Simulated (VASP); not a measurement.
H: single point with PBE+D3(BJ)

System: H.

```
CELL_PARAMETERS angstrom
6.60385 0.00000 0.00000
0.00000 6.60385 0.00000
0.00000 0.00000 6.60385
ATOMIC_POSITIONS crystal
H 0.19696 0.95482 0.43417
H 0.23594 0.05214 0.47908
H 0.87373 0.54682 0.16656
H 0.95255 0.46546 0.16247
H 0.18830 0.97315 0.14267
H 0.13347 0.90375 0.07129
H 0.63899 0.35304 0.47357
H 0.56092 0.27068 0.47326
H 0.75271 0.86922 0.93949
H 0.71375 0.78065 0.88022
H 0.37599 0.27886 0.77036
H 0.37290 0.17260 0.81146
H 0.02455 0.00215 0.79002
H 0.02617 0.10992 0.75548
H 0.29415 0.50314 0.29992
H 0.29563 0.49801 0.18657
H 0.56996 0.34061 0.09553
H 0.62685 0.25081 0.05492
H 0.77730 0.88121 0.53939
H 0.81885 0.92922 0.44557
H 0.18179 0.59919 0.74642
H 0.26749 0.65888 0.79093
H 0.48637 0.81583 0.28848
H 0.54699 0.78506 0.19778
```

```json
{
  "Program": "VASP 6.6.1",
  "Task": "single point",
  "Functional": "PBE",
  "Dispersion": "D3(BJ)",
  "Potentials or basis": "VASP PAW PBE potentials, release 64 (H)",
  "Cutoff": "520 eV",
  "k mesh": "1 × 1 × 1",
  "Occupations": "fermi-dirac, width 0.05 eV",
  "Spin": "no spin polarisation",
  "Dipole correction": "no",
  "Further INCAR settings": "LREAL = Auto; ALGO = Normal; EDIFF = 1e-07; NBANDS = 30"
}
```

```
Pressure                   : 0.7 GPa
Largest force              : 0.200 eV/Å
Dispersion energy per atom : -0.019 eV
```

Forces on the atoms (eV/Å):
```
H    0.079  0.150  0.083
H   -0.015 -0.113 -0.002
H   -0.013  0.025  0.007
H    0.005  0.026  0.015
H   -0.051 -0.050 -0.084
H   -0.002  0.024 -0.018
H    0.001 -0.006 -0.005
H    0.043  0.039  0.027
H   -0.035 -0.042 -0.055
H   -0.004 -0.005  0.011
H    0.003 -0.175  0.026
H   -0.032  0.156 -0.071
H   -0.026  0.076  0.014
H   -0.027  0.015  0.023
H   -0.010 -0.067 -0.075
H   -0.043 -0.051  0.097
H    0.095 -0.176 -0.017
H   -0.046  0.115  0.059
H    0.029  0.005 -0.042
H   -0.009 -0.037  0.013
H    0.006  0.038  0.008
H   -0.022  0.006 -0.022
H    0.077  0.008 -0.043
H   -0.003  0.039  0.051
```

Stress tensor (GPa, compression positive):
```
0.90 0.27 0.23
0.27 0.16 0.05
0.23 0.05 1.01
```

Levels at points of the mesh, in eV from the Fermi level:
```tsv
k point	band 10	band 11	band 12	band 13	band 14	band 15
(0.00, 0.00, 0.00)	-1.57	-1.46	-1.24	7.32	7.63	7.89
```

Run time: 12 s on 1 thread of AMD EPYC 9R45 96-Core Processor (Zen 5) (shared host), peak memory 0.28 GiB.

Caveat: the k points lie up to 0.95 Å⁻¹ apart.
